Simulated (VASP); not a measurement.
GaN, 4 atoms in the cell. The structure is hexagonal, space group P6_3mc (No. 186). The conventional cell has a = 3.183 Å, b = 3.183 Å, c = 5.184 Å, α = 90.00°, β = 90.00°, γ = 120.00°. Within 2.6 Å of Ga (site symmetry 3m) lie 4 N at 1.95 Å. Within 2.6 Å of N (site symmetry 3m) lie 4 Ga at 1.95 Å. 

| Quantity | Value |
| --- | --- |
| Program | VASP 6.6.1 |
| Task | single point |
| Functional | r2SCAN |
| Potentials or basis | VASP PAW PBE potentials, release 64 (Ga_d, N) |
| Cutoff | 520 eV |
| k mesh | 12 × 12 × 6 |
| Occupations | gaussian, width 0.02 eV |
| Spin | no spin polarisation |
| Dipole correction | no |
| Further INCAR settings | ALGO = Normal; EDIFF = 1e-06; NBANDS = 26 |

Potentials or basis: VASP PAW PBE potentials, release 64 (Ga_d, N).

Run with:

```sh
$ cat potpaw_PBE.64/Ga_d/POTCAR potpaw_PBE.64/N/POTCAR > POTCAR
$ cp INCAR.step1 INCAR
$ mpirun -np 1 vasp_std > vasp.out
$ cp INCAR.step2 INCAR
$ mpirun -np 1 vasp_std > vasp.out
```

Hardware: 1 thread of Intel Xeon 8259CL (shared host).

Question: How long does it take, and how much memory?

Answer: It took 5.7 min on 1 thread of Intel Xeon 8259CL (shared host), peak memory 0.22 GiB. Counts: k points 76.
